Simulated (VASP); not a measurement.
# ZnCu (P4mm) in VASP: notebook

ZnCu is run at these levels: PBE; tasks: single point.

Everything below comes from runs of VASP 6.6.1. Logs are shortened: lines on timing, memory, paths and dates and some standing lists are left out, and cuts for length are marked.

## (1) The cell of the first run

The structure is tetragonal, space group P4mm (No. 99). The conventional cell has a = 2.945 Å, b = 2.945 Å, c = 2.945 Å, α = 90.00°, β = 90.00°, γ = 90.00°. Zn (site symmetry 4mm) has 8 Cu at 2.49 to 2.61 Å and 6 Zn at 2.94 Å within 3.3 Å. Cu (site symmetry 4mm) has 8 Zn at 2.49 to 2.61 Å and 6 Cu at 2.94 Å within 3.3 Å.

## (2) Single point, PBE

Input file INCAR:

```
SYSTEM = ZnCu
PREC = Accurate
ENCUT = 520
EDIFF = 1E-7
ISMEAR = 0
SIGMA = 0.15
LREAL = .False.
LASPH = .True.
NELM = 80
ALGO = Fast
ISIF = 2
LWAVE = .False.
LCHARG = .False.
GGA = PE
NBANDS = 18
```

Input file KPOINTS:

```
regular mesh
0
Gamma
  16 16 16
  0 0 0
```

Input file POSCAR:

```
ZnCu
1.0
    2.9450000000      0.0000000000      0.0000000000
    0.0000000000      2.9450000000      0.0000000000
    0.0000000000      0.0000000000      2.9450000000
Zn Cu
1 1
Direct
    0.5339558574      0.5000000000      0.5000000000
    0.0000000000      0.0000000000      0.0000000000
```

Potentials or basis: VASP PAW PBE potentials, release 64 (Zn, Cu).

Run with:

```console
$ cat potpaw_PBE.64/Zn/POTCAR potpaw_PBE.64/Cu/POTCAR > POTCAR
$ mpirun -np 1 vasp_std > vasp.out
```

OUTCAR:

```text
SYSTEM = ZnCu
   PREC = Accurate
   ENCUT = 520
   EDIFF = 1E-7
   ISMEAR = 0
   LREAL = .False.
   LASPH = .True.
   NELM = 80
   ISIF = 2
   GGA = PE

 ion  position               nearest neighbor table
   1  0.534  0.500  0.500-   2 2.49   2 2.49   2 2.49   2 2.49   2 2.61   2 2.61   2 2.61   2 2.61

   2  0.000  0.000  0.000-   1 2.49   1 2.49   1 2.49   1 2.49   1 2.61   1 2.61   1 2.61   1 2.61

  LATTYP: Found a simple cubic cell.
 ALAT       =     2.9450000000

  Lattice vectors:

 A1 = (   2.9450000000,   0.0000000000,   0.0000000000)
 A2 = (   0.0000000000,   2.9450000000,   0.0000000000)
 A3 = (   0.0000000000,   0.0000000000,   2.9450000000)

Analysis of symmetry for initial positions (statically):
=====================================================================
 Subroutine PRICEL returns:
 Original cell was already a primitive cell.

 Routine SETGRP: Setting up the symmetry group for a
 simple cubic supercell.

 Subroutine GETGRP returns: Found  8 space group operations
 (whereof  8 operations were pure point group operations)
 out of a pool of 48 trial point group operations.

The static configuration has the point symmetry C_4v.

Analysis of symmetry for dynamics (positions and initial velocities):
=====================================================================
 Subroutine PRICEL returns:
 Original cell was already a primitive cell.

 Routine SETGRP: Setting up the symmetry group for a
 simple cubic supercell.

 Subroutine GETGRP returns: Found  8 space group operations
 (whereof  8 operations were pure point group operations)
 out of a pool of 48 trial point group operations.

The dynamic configuration has the point symmetry C_4v.

 Subroutine INISYM returns: Found  8 space group operations
 (whereof  8 operations are pure point group operations),
 and found     1 'primitive' translations

----------------------------------------------------------------------------------------

                                     Primitive cell

  volume of cell :      25.5421

  direct lattice vectors                    reciprocal lattice vectors
     2.945000000  0.000000000  0.000000000     0.339558574  0.000000000  0.000000000
     0.000000000  2.945000000  0.000000000     0.000000000  0.339558574  0.000000000
     0.000000000  0.000000000  2.945000000     0.000000000  0.000000000  0.339558574

  length of vectors
     2.945000000  2.945000000  2.945000000     0.339558574  0.339558574  0.339558574

  position of ions in fractional coordinates (direct lattice)
     0.533955857  0.500000000  0.500000000
     0.000000000  0.000000000  0.000000000

  ion indices of the primitive-cell ions
   primitive index   ion index
                 1           1
                 2           2

----------------------------------------------------------------------------------------

 KPOINTS: regular mesh

Automatic generation of k-mesh.
 Grid dimensions read from file:
 generate k-points for:   16   16   16

 Generating k-lattice:

  Cartesian coordinates                     Fractional coordinates (reciprocal lattice)
     0.021222411  0.000000000  0.000000000     0.062500000  0.000000000  0.000000000
     0.000000000  0.021222411  0.000000000     0.000000000  0.062500000  0.000000000
     0.000000000  0.000000000  0.021222411     0.000000000  0.000000000  0.062500000

  Length of vectors
     0.021222411  0.021222411  0.021222411

  Shift w.r.t. Gamma in fractional coordinates (k-lattice)
     0.000000000  0.000000000  0.000000000

 Subroutine IBZKPT returns following result:
 ===========================================

 Found    405 irreducible k-points:

 Following reciprocal coordinates:
            Coordinates               Weight
  0.000000  0.000000  0.000000      1.000000
  0.062500  0.000000  0.000000      2.000000
  0.000000  0.062500  0.000000      4.000000
  0.125000  0.000000  0.000000      2.000000
  0.000000  0.125000  0.000000      4.000000
  0.187500  0.000000  0.000000      2.000000
[... 16 lines left out ...]
  0.187500  0.062500  0.000000      8.000000
  0.000000  0.187500  0.062500      8.000000
 [... further k-points ...]
   k-points           NKPTS =    405   k-points in BZ     NKDIM =    405   number of bands    NBANDS=     18
   number of dos      NEDOS =    301   number of ions     NIONS =      2
   total plane-waves  NPLWV =  13824
   dimension x,y,z NGX =    24 NGY =   24 NGZ =   24
   dimension x,y,z NGXF=    48 NGYF=   48 NGZF=   48
   ions per type =               1   1
   NGX,Y,Z   is equivalent  to a cutoff of  13.55, 13.55, 13.55 a.u.
   NGXF,Y,Z  is equivalent  to a cutoff of  27.10, 27.10, 27.10 a.u.
 SYSTEM =  ZnCu
   PREC   = accura    normal or accurate (medium, high low for compatibility)
   ISTART =      0    job   : 0-new  1-cont  2-samecut
   ICHARG =      2    charge: 1-file 2-atom 10-const
   ISPIN  =      1    spin polarized calculation?
   LNONCOLLINEAR =      F non collinear calculations
[... 88 lines left out ...]
      2      -2.3056      2.00000
      3      -2.2977      2.00000
      4      -1.6289      2.00000
      5      -1.6216      2.00000
      6      -1.6122      2.00000
[... 10 lines left out ...]
     17      18.2568      0.00000
     18      28.3292      0.00000

 k-point     4 :       0.1250    0.0000    0.0000
  band No.  band energies     occupation
      1      -4.5163      2.00000
      2      -2.2860      2.00000
      3      -2.2490      2.00000
      4      -1.6395      2.00000
      5      -1.6395      2.00000
      6      -1.6107      2.00000
[... 10 lines left out ...]
     17      19.8564      0.00000
     18      26.6805      0.00000

 k-point     5 :       0.0000    0.1250    0.0000
  band No.  band energies     occupation
      1      -4.5156      2.00000
      2      -2.2809      2.00000
      3      -2.2546      2.00000
      4      -1.6469      2.00000
      5      -1.6399      2.00000
      6      -1.6039      2.00000
[... 10 lines left out ...]
     17      19.9122      0.00000
     18      26.6595      0.00000

 k-point     6 :       0.1875    0.0000    0.0000
  band No.  band energies     occupation
      1      -4.1728      2.00000
      2      -2.2506      2.00000
      3      -2.1766      2.00000
      4      -1.6663      2.00000
      5      -1.6663      2.00000
      6      -1.5974      2.00000
[... 10 lines left out ...]
     17      22.0399      0.00000
     18      25.1470      0.00000

 k-point     7 :       0.0000    0.1875    0.0000
  band No.  band energies     occupation
      1      -4.1710      2.00000
      2      -2.2461      2.00000
      3      -2.1822      2.00000
      4      -1.6737      2.00000
      5      -1.6672      2.00000
      6      -1.5915      2.00000
[... 10 lines left out ...]
     17      22.1034      0.00000
     18      25.1634      0.00000

 k-point     8 :       0.2500    0.0000    0.0000
  band No.  band energies     occupation
      1      -3.7115      2.00000
      2      -2.2082      2.00000
      3      -2.0744      2.00000
      4      -1.6979      2.00000
      5      -1.6979      2.00000
      6      -1.5816      2.00000
[... 10 lines left out ...]
     17      23.4860      0.00000
     18      23.6650      0.00000
[... 229 lines left out ...]
     17      18.5162      0.00000
     18      26.8171      0.00000

 k-point    20 :       0.1250    0.0625    0.0000
  band No.  band energies     occupation
      1      -4.4467      2.00000
      2      -2.2737      2.00000
      3      -2.2388      2.00000
      4      -1.6461      2.00000
      5      -1.6424      2.00000
      6      -1.6132      2.00000
[... 10 lines left out ...]
     17      19.9307      0.00000
     18      25.1228      0.00000

 k-point    21 :       0.0000    0.1250    0.0625
  band No.  band energies     occupation
      1      -4.4460      2.00000
      2      -2.2678      2.00000
      3      -2.2451      2.00000
      4      -1.6535      2.00000
      5      -1.6413      2.00000
      6      -1.6080      2.00000
[... 10 lines left out ...]
     17      19.9899      0.00000
     18      25.1012      0.00000

 k-point    22 :       0.0625    0.0000    0.1250
  band No.  band energies     occupation
      1      -4.4462      2.00000
      2      -2.2699      2.00000
      3      -2.2430      2.00000
      4      -1.6480      2.00000
      5      -1.6464      2.00000
      6      -1.6081      2.00000
[... 10 lines left out ...]
     17      19.9849      0.00000
     18      25.1309      0.00000

 k-point    23 :       0.1875    0.0625    0.0000
  band No.  band energies     occupation
      1      -4.1052      2.00000
      2      -2.2390      2.00000
      3      -2.1669      2.00000
      4      -1.6724      2.00000
      5      -1.6688      2.00000
      6      -1.6028      2.00000
[... 10 lines left out ...]
     17      22.0739      0.00000
     18      23.4876      0.00000

 k-point    24 :       0.0000    0.1875    0.0625
  band No.  band energies     occupation
      1      -4.1035      2.00000
      2      -2.2341      2.00000
      3      -2.1727      2.00000
      4      -1.6802      2.00000
      5      -1.6683      2.00000
      6      -1.5977      2.00000
[... 10 lines left out ...]
     17      22.1638      0.00000
     18      23.4362      0.00000

 [... further k-points ...]
[... 5 lines left out ...]
  --------------------------------------------------------------------------------------
  -------------------------------------------------------------------------------------
  Total        0.4848798      0.5790846      0.5790846      0.0000000      0.0000000      0.0000000
  in kB       30.4150653     36.3242514     36.3242514      0.0000000      0.0000000      0.0000000
  external PRESSURE =      34.3545227 kB  Pullay stress =       0.0000000 kB

 VOLUME and BASIS-vectors are now :
 -----------------------------------------------------------------------------
  energy-cutoff  :      520.00
  volume of cell :       25.54
      direct lattice vectors                 reciprocal lattice vectors
     2.945000000  0.000000000  0.000000000     0.339558574  0.000000000  0.000000000
     0.000000000  2.945000000  0.000000000     0.000000000  0.339558574  0.000000000
     0.000000000  0.000000000  2.945000000     0.000000000  0.000000000  0.339558574

 POSITION                                       TOTAL-FORCE (eV/Angst)
 -----------------------------------------------------------------------------------
      1.57250      1.47250      1.47250        -0.486155      0.000000     -0.000000
      0.00000      0.00000      0.00000         0.486155     -0.000000      0.000000
 -----------------------------------------------------------------------------------
    total drift:                                0.000169      0.000000     -0.000013

  FREE ENERGIE OF THE ION-ELECTRON SYSTEM (eV)
  ---------------------------------------------------
  free  energy   TOTEN  =        -4.9853763470 eV

  energy  without entropy=       -4.9786730438  energy(sigma->0) =       -4.98202470
```

It took 57 s on 1 thread of Intel Xeon 6975P-C (Granite Rapids), shared host; peak memory 0.3 GiB.

What came out:

```
Free energy   : -4.9854 eV
Pressure      : 3.4 GPa
Largest force : 0.486 eV/Å
```

Forces in eV/Å, atoms in the order of the input:
```
Zn  -0.486  0.000  0.000
Cu   0.486  0.000  0.000
```

Levels at points of the mesh, in eV from the Fermi level:
| k point | band 9 | band 10 | band 11 | band 12 | band 13 | band 14 | band 15 | band 16 |
| --- | --- | --- | --- | --- | --- | --- | --- | --- |
| (0.00, 0.00, 0.00) | -2.74 | -2.74 | -2.74 | 6.24 | 6.24 | 6.29 | 11.22 | 11.27 |
| (0.50, 0.00, 0.00) | -3.28 | -3.28 | -2.81 | -2.00 | 11.58 | 11.58 | 12.50 | 12.50 |
| (0.00, 0.50, 0.00) | -3.28 | -3.27 | -2.80 | -2.01 | 11.62 | 11.72 | 12.28 | 12.35 |
| (0.50, 0.50, 0.00) | -2.88 | -2.50 | -1.88 | -1.86 | 1.76 | 2.10 | 13.95 | 15.55 |
| (0.00, 0.50, 0.50) | -2.90 | -2.50 | -1.87 | -1.87 | 1.76 | 2.11 | 13.97 | 15.57 |
| (0.50, 0.50, 0.50) | -2.48 | -2.48 | 3.83 | 4.06 | 4.06 | 4.35 | 4.56 | 4.81 |

Caveat: the cell differs from its parent crystal (all Zn atoms moved -0.100 Å, as atom 1 towards its neighbour atom 1 (Zn) at 2.945 Å).

## (3) Single point, PBE

Input file INCAR:

```
SYSTEM = ZnCu
PREC = Accurate
ENCUT = 520
EDIFF = 1E-6
ISMEAR = 0
SIGMA = 0.15
LREAL = .FALSE.
LASPH = .TRUE.
NELM = 100
ALGO = Fast
ISIF = 2
LWAVE = .FALSE.
LCHARG = .FALSE.
GGA = PE
NBANDS = 18
```

Input file KPOINTS:

```
Automatic mesh
0
G
  16 16 16
  0 0 0
```

POSCAR, as its differences from that of step 2:

```diff
@@ -8,3 +8,3 @@
 Direct
-    0.5339558574      0.5000000000      0.5000000000
+    0.4745331070      0.5000000000      0.5000000000
     0.0000000000      0.0000000000      0.0000000000
```

Potentials or basis: VASP PAW PBE potentials, release 64 (Zn, Cu).

Run with:

```console
$ cat potpaw_PBE.64/Zn/POTCAR potpaw_PBE.64/Cu/POTCAR > POTCAR
$ mpirun -np 1 vasp_std > vasp.out
```

Run time: 58 s. Hardware: 1 thread of Intel Xeon 6975P-C (Granite Rapids), shared host; peak memory 0.3 GiB.

The run converged. Its results:

```yaml
Free_energy: -4.9960 eV
Pressure: 3.6 GPa
Largest_force: 0.365 eV/Å
```

Forces on the atoms (eV/Å):
```
Zn   0.365  0.000  0.000
Cu  -0.365  0.000  0.000
```

Stress tensor (GPa, compression positive):
```
3.39 0.00 0.00
0.00 3.72 0.00
0.00 0.00 3.72
```

Levels at points of the mesh, in eV from the Fermi level:
| k point | band 9 | band 10 | band 11 | band 12 | band 13 | band 14 | band 15 | band 16 |
| --- | --- | --- | --- | --- | --- | --- | --- | --- |
| (0.00, 0.00, 0.00) | -2.74 | -2.74 | -2.74 | 6.24 | 6.24 | 6.27 | 11.24 | 11.26 |
| (0.50, 0.00, 0.00) | -3.28 | -3.28 | -2.81 | -2.01 | 11.63 | 11.63 | 12.44 | 12.44 |
| (0.00, 0.50, 0.00) | -3.28 | -3.27 | -2.81 | -2.01 | 11.66 | 11.72 | 12.31 | 12.35 |
| (0.50, 0.50, 0.00) | -2.88 | -2.50 | -1.88 | -1.87 | 1.76 | 2.11 | 13.95 | 15.54 |
| (0.00, 0.50, 0.50) | -2.89 | -2.50 | -1.88 | -1.88 | 1.76 | 2.11 | 13.96 | 15.55 |
| (0.50, 0.50, 0.50) | -2.48 | -2.48 | 3.85 | 4.14 | 4.14 | 4.35 | 4.54 | 4.72 |

Caveat: the cell differs from its parent crystal (all Zn atoms moved +0.075 Å, as atom 1 towards its neighbour atom 1 (Zn) at 2.945 Å).

## (4) Single point, PBE

Input file INCAR:

```
PREC = Accurate ; ENCUT = 520
EDIFF = 1E-7 ; ISMEAR = 0
SIGMA = 0.15 ; LREAL = F
LASPH = T ; NELM = 100
ALGO = Fast ; ISIF = 2
LWAVE = F ; LCHARG = F
GGA = PE ; NBANDS = 18
```

Input file KPOINTS:

```
regular mesh
0
Gamma
  16 16 16
```

POSCAR, as its differences from that of step 3:

```diff
@@ -8,3 +8,3 @@
 Direct
-    0.4745331070      0.5000000000      0.5000000000
+    0.5169779287      0.5000000000      0.5000000000
     0.0000000000      0.0000000000      0.0000000000
```

Run with:

```console
$ cat potpaw_PBE.64/Zn/POTCAR potpaw_PBE.64/Cu/POTCAR > POTCAR
$ mpirun -np 1 vasp_std > vasp.out
```

It took 64 s on 1 thread of Intel Xeon 6975P-C (Granite Rapids), shared host; peak memory 0.3 GiB.

The run converged. Its results:

| Quantity | Value |
| --- | --- |
| Free energy | -5.0036 eV |
| Pressure | 3.0 GPa |
| Largest force | 0.244 eV/Å |

Forces in eV/Å, atoms in the order of the input:
```
Zn  -0.244  0.000  0.000
Cu   0.244  0.000  0.000
```

Stress tensor (GPa, compression positive):
```
2.94 0.00 0.00
0.00 3.09 0.00
0.00 0.00 3.09
```

Levels at points of the mesh, in eV from the Fermi level:
| k point | band 10 | band 11 | band 12 | band 13 | band 14 | band 15 |
| --- | --- | --- | --- | --- | --- | --- |
| (0.00, 0.00, 0.00) | -2.74 | -2.74 | 6.23 | 6.23 | 6.25 | 11.25 |
| (0.50, 0.00, 0.00) | -3.28 | -2.81 | -2.01 | 11.67 | 11.67 | 12.39 |
| (0.00, 0.50, 0.00) | -3.28 | -2.81 | -2.01 | 11.69 | 11.72 | 12.33 |
| (0.50, 0.50, 0.00) | -2.50 | -1.88 | -1.88 | 1.76 | 2.11 | 13.94 |
| (0.00, 0.50, 0.50) | -2.50 | -1.88 | -1.88 | 1.76 | 2.11 | 13.95 |
| (0.50, 0.50, 0.50) | -2.48 | 3.85 | 4.23 | 4.23 | 4.34 | 4.53 |

Caveat: the cell differs from its parent crystal (all Zn atoms moved -0.050 Å, as atom 1 towards its neighbour atom 1 (Zn) at 2.945 Å).

## (5) Single point, PBE

Input file INCAR:

```
SYSTEM = ZnCu
  PREC = Accurate
  ENCUT = 520
  EDIFF = 1E-6
  ISMEAR = 0
  SIGMA = 0.15
  LREAL = .FALSE.
  LASPH = .TRUE.
  NELM = 100
  ALGO = Fast
  ISIF = 2
  LWAVE = .FALSE.
  LCHARG = .FALSE.
  GGA = PE
  NBANDS = 18
```

Input file KPOINTS:

```
Automatic mesh
0
G
  16 16 16
  0 0 0
```

POSCAR, as its differences from that of step 4:

```diff
@@ -8,3 +8,3 @@
 Direct
-    0.5169779287      0.5000000000      0.5000000000
+    0.4915110357      0.5000000000      0.5000000000
     0.0000000000      0.0000000000      0.0000000000
```

Run with:

```console
$ cat potpaw_PBE.64/Zn/POTCAR potpaw_PBE.64/Cu/POTCAR > POTCAR
$ mpirun -np 1 vasp_std > vasp.out
```

It took 56 s on 1 thread of Intel Xeon 6975P-C (Granite Rapids), shared host; peak memory 0.3 GiB.

Results (log left out):

| Item | Value |
| --- | --- |
| Free energy | -5.0082 eV |
| Pressure | 3.2 GPa |
| Largest force | 0.122 eV/Å |

Forces in eV/Å, atoms in the order of the input:
```
Zn   0.122  0.000  0.000
Cu  -0.122  0.000  0.000
```

Levels at points of the mesh, in eV from the Fermi level:
```csv
k point,band 8,band 9,band 10,band 11,band 12,band 13,band 14,band 15,band 16,band 17
"(0.00, 0.00, 0.00)",-3.58,-2.74,-2.74,-2.74,6.23,6.23,6.24,11.26,11.26,12.28
"(0.50, 0.00, 0.00)",-3.70,-3.28,-3.28,-2.81,-2.01,11.70,11.70,12.36,12.36,13.45
"(0.00, 0.50, 0.00)",-3.70,-3.28,-3.28,-2.81,-2.01,11.71,11.71,12.34,12.35,13.46
"(0.50, 0.50, 0.00)",-2.89,-2.88,-2.50,-1.88,-1.88,1.76,2.11,13.94,15.53,15.53
"(0.00, 0.50, 0.50)",-2.89,-2.89,-2.50,-1.88,-1.88,1.76,2.11,13.94,15.53,15.53
"(0.50, 0.50, 0.50)",-4.29,-2.48,-2.48,3.86,4.30,4.30,4.34,4.52,4.56,4.56
```

Caveat: the cell differs from its parent crystal (all Zn atoms moved +0.025 Å, as atom 1 towards its neighbour atom 1 (Zn) at 2.945 Å).
